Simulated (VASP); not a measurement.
# Si4F (P6/mmm) in VASP: relaxation of cell and atoms with PBE

Aim: the relaxation of cell and atoms of Si4F with PBE.

Everything below comes from runs of VASP 6.6.1. Logs are shortened: lines on timing, memory, paths and dates and some standing lists are left out, and cuts for length are marked.

## Step 1: The cell of the first run

The structure is hexagonal, space group P6/mmm (No. 191). The conventional cell has a = 5.035 Å, b = 5.035 Å, c = 3.889 Å, α = 90.00°, β = 90.00°, γ = 120.00°. Within 3.3 Å of Si (site symmetry mmm) lie 6 Si at 2.52 Å and 4 F at 3.18 Å. Si (site symmetry 6/mmm) has 2 F at 1.94 Å and 6 Si at 2.52 Å within 2.6 Å. F (site symmetry 6/mmm) has 2 Si at 1.94 Å within 2.6 Å.

## Step 2: Relaxation of cell and atoms, PBE

INCAR reads:

```
SYSTEM = Si4F
PREC = Accurate
ENCUT = 600
EDIFF = 1E-6
ISMEAR = 0
SIGMA = 0.1
LREAL = .FALSE.
LASPH = .TRUE.
NELM = 80
ALGO = Normal
ISIF = 3
LWAVE = .FALSE.
LCHARG = .FALSE.
GGA = PE
IBRION = 2
NSW = 100
EDIFFG = -0.01
```

KPOINTS reads:

```
regular mesh
0
G
  12 12 10
  0 0 0
```

POSCAR reads:

```
Si4F
1.0
    5.0353077514      0.0000000000      0.0000000000
   -2.5176538757      4.3607044286      0.0000000000
    0.0000000000      0.0000000000      3.8885949587
Si F
4 1
Direct
    0.5000000000      0.0000000000      0.0000000000
    0.0000000000      0.5000000000      0.0000000000
    0.5000000000      0.5000000000      0.0000000000
    0.0000000000      0.0000000000      0.0000000000
    0.0000000000      0.0000000000      0.5000000000
```

Potentials or basis: VASP PAW PBE potentials, release 64 (Si, F).

On the command line:

```
> cat potpaw_PBE.64/Si/POTCAR potpaw_PBE.64/F/POTCAR > POTCAR
> mpirun -np 1 vasp_std > vasp.out
```

OUTCAR:

```text
SYSTEM = Si4F
   PREC = Accurate
   ENCUT = 600
   EDIFF = 1E-6
   ISMEAR = 0
   LREAL = .FALSE.
   LASPH = .TRUE.
   NELM = 80
   ISIF = 3
   GGA = PE
   IBRION = 2
   NSW = 100
   EDIFFG = -0.01

 ion  position               nearest neighbor table
   1  0.500  0.000  0.000-   4 2.52   4 2.52   2 2.52   3 2.52   3 2.52   2 2.52
   2  0.000  0.500  0.000-   3 2.52   3 2.52   4 2.52   4 2.52   1 2.52   1 2.52
   3  0.500  0.500  0.000-   2 2.52   2 2.52   4 2.52   1 2.52   1 2.52   4 2.52
   4  0.000  0.000  0.000-   5 1.94   5 1.94   1 2.52   1 2.52   3 2.52   2 2.52   2 2.52   3 2.52

   5  0.000  0.000  0.500-   4 1.94   4 1.94

  LATTYP: Found a hexagonal cell.
 ALAT       =     5.0353077514
 C/A-ratio  =     0.7722655994

  Lattice vectors:

 A1 = (   5.0353077514,   0.0000000000,   0.0000000000)
 A2 = (  -2.5176538757,   4.3607044286,   0.0000000000)
 A3 = (   0.0000000000,   0.0000000000,   3.8885949587)

Analysis of symmetry for initial positions (statically):
=====================================================================
 Subroutine PRICEL returns:
 Original cell was already a primitive cell.

 Routine SETGRP: Setting up the symmetry group for a
 hexagonal supercell.

 Subroutine GETGRP returns: Found 24 space group operations
 (whereof 24 operations were pure point group operations)
 out of a pool of 24 trial point group operations.

The static configuration has the point symmetry D_6h.

Analysis of symmetry for dynamics (positions and initial velocities):
=====================================================================
 Subroutine PRICEL returns:
 Original cell was already a primitive cell.

 Routine SETGRP: Setting up the symmetry group for a
 hexagonal supercell.

 Subroutine GETGRP returns: Found 24 space group operations
 (whereof 24 operations were pure point group operations)
 out of a pool of 24 trial point group operations.

The dynamic configuration has the point symmetry D_6h.

 Subroutine INISYM returns: Found 24 space group operations
 (whereof 24 operations are pure point group operations),
 and found     1 'primitive' translations

[... 171 lines left out ...]
 -----------------------------------------------------------------------------------
      2.51765      0.00000      0.00000         0.000000      0.000000      0.000000
     -1.25883      2.18035      0.00000        -0.000000      0.000000      0.000000
      1.25883      2.18035      0.00000         0.000000      0.000000      0.000000
      0.00000      0.00000      0.00000         0.000000      0.000000      0.000000
      0.00000      0.00000      1.94430        -0.000000      0.000000      0.000000
 -----------------------------------------------------------------------------------
    total drift:                                0.000000     -0.000000     -0.000000

  FREE ENERGIE OF THE ION-ELECTRON SYSTEM (eV)
  ---------------------------------------------------
  free  energy   TOTEN  =       -23.0143735817 eV

  energy  without entropy=      -23.0053817830  energy(sigma->0) =      -23.00987768

--------------------------------------- Ionic step        2  -------------------------------------------

 number of electron      22.9999995 magnetization

 Free energy of the ion-electron system (eV)
  ---------------------------------------------------
  ext. energy  EPLUGINS =         0.00000000
  ---------------------------------------------------
  free energy    TOTEN  =       -23.01875744 eV

  energy without entropy =      -23.00855782  energy(sigma->0) =      -23.01365763

 E-fermi :   5.9024     XC(G=0):  -9.6908

 val. band max:        5.9023112315   @ k =   0.5000  -0.0000   0.5000
 cond. band min:       5.9126527789   @ k =   0.2500   0.1667   0.2000
 fundamental gap:      0.0103415474
 Fermi energy:         5.9023636371

 k-point     1 :       0.0000    0.0000    0.0000
  band No.  band energies     occupation
      1     -19.1118      2.00000
      2      -6.3230      2.00000
      3      -2.8834      2.00000
      4      -1.2012      2.00000
      5      -1.2012      2.00000
      6       0.5602      2.00000
      7       0.9796      2.00000
      8       0.9796      2.00000
      9       1.6278      2.00000
     10       2.0929      2.00000
     11       2.0929      2.00000
     12       4.9899      2.00000
     13       9.3713      0.00000
     14       9.8558      0.00000
[... 401 lines left out ...]
      2      -5.6271      2.00000
      3      -3.5355      2.00000
      4      -2.5948      2.00000
      5      -1.7238      2.00000
      6      -0.5879      2.00000
      7       0.3498      2.00000
      8       1.0371      2.00000
      9       4.0478      2.00000
     10       4.2815      2.00000
     11       5.0226      2.00000
     12       6.3529      0.00000
     13       7.2770      0.00000
     14       8.3520      0.00000
     15       8.7357      0.00000

 [... further k-points ...]

------------------------ aborting loop because EDIFF is reached ----------------------------------------

  FORCE on cell =-STRESS in cart. coord.  units (eV):
  Direction    XX          YY          ZZ          XY          YZ          ZX
  --------------------------------------------------------------------------------------
  -------------------------------------------------------------------------------------
  Total       -0.0092334     -0.0092334     -0.0373221      0.0000000      0.0000000      0.0000000
  in kB       -0.1707553     -0.1707553     -0.6902013      0.0000000      0.0000000      0.0000000
  external PRESSURE =      -0.3439040 kB  Pullay stress =       0.0000000 kB

 VOLUME and BASIS-vectors are now :
 -----------------------------------------------------------------------------
  energy-cutoff  :      600.00
  volume of cell :       86.64
      direct lattice vectors                 reciprocal lattice vectors
     5.069168118  0.000000000 -0.000000000     0.197271027  0.113894480 -0.000000000
    -2.534584059  4.390028366  0.000000000    -0.000000000  0.227788961 -0.000000000
     0.000000000  0.000000000  3.893106445     0.000000000  0.000000000  0.256864284

 POSITION                                       TOTAL-FORCE (eV/Angst)
 -----------------------------------------------------------------------------------
      2.53458      0.00000     -0.00000        -0.000000      0.000000      0.000000
      3.80188      2.19501     -0.00000         0.000000      0.000000      0.000000
      1.26729      2.19501     -0.00000         0.000000      0.000000      0.000000
      0.00000      0.00000     -0.00000         0.000000      0.000000      0.000000
      5.06917      0.00000      1.94655        -0.000000     -0.000000      0.000000
 -----------------------------------------------------------------------------------
    total drift:                                0.000000      0.000000     -0.000000

  FREE ENERGIE OF THE ION-ELECTRON SYSTEM (eV)
  ---------------------------------------------------
  free  energy   TOTEN  =       -23.0187574377 eV

  energy  without entropy=      -23.0085578164  energy(sigma->0) =      -23.01365763

 reached required accuracy - stopping structural energy minimisation
```

CONTCAR:

```text
Si4F
   1.00000000000000
     5.0691681177381840    0.0000000000000000   -0.0000000000000000
    -2.5345840588690920    4.3900283660306147    0.0000000000000000
     0.0000000000000000    0.0000000000000000    3.8931064454967559
  Si              F
     4     1
Direct
     0.5000000000000000    0.0000000000000000    0.0000000000000000
     1.0000000000000000    0.5000000000000000    0.0000000000000000
     0.5000000000000000    0.5000000000000000    0.0000000000000000
     0.0000000000000000    0.0000000000000000    0.0000000000000000
     1.0000000000000000    0.0000000000000000    0.5000000000000000

  0.00000000E+00  0.00000000E+00  0.00000000E+00
  0.00000000E+00  0.00000000E+00  0.00000000E+00
  0.00000000E+00  0.00000000E+00  0.00000000E+00
  0.00000000E+00  0.00000000E+00  0.00000000E+00
  0.00000000E+00  0.00000000E+00  0.00000000E+00
```

It took 86 s on 1 thread of Intel Xeon 6975P-C (Granite Rapids), shared host; peak memory 0.32 GiB.

What came out:

```
Free energy                            : -23.0188 eV
Relaxed volume                         : 17.33 Å³/atom
Relaxed cell                           : a = 5.069 Å, b = 5.069 Å, c = 3.893 Å, α = 90.00°, β = 90.00°, γ = 120.00°
Space group after relaxing (to 0.05 Å) : P6/mmm (No. 191)
Energy gained by relaxing              : 0.9 meV/atom
Ionic steps                            : 2
Pressure after relaxing                : 0.0 GPa
```

Step by step:
| step | energy change (eV) | largest force (eV/Å) | pressure (GPa) | volume (Å³) |
| --- | --- | --- | --- | --- |
| 1 | 0.0000 | 0.0000 | 0.95 | 85.38 |
| 2 | -0.0044 | 0.0000 | -0.03 | 86.64 |

Final structure:
```
Si F
1.0
     5.06917    0.00000    0.00000
    -2.53458    4.39003    0.00000
     0.00000    0.00000    3.89311
Si F
4 1
Direct
  0.50000 0.00000 0.00000
  0.00000 0.50000 0.00000
  0.50000 0.50000 0.00000
  0.00000 0.00000 0.00000
  0.00000 0.00000 0.50000
```

Caveat: an odd number of electrons without spin polarisation forces a metal; a magnetic or distorted state may lie lower.
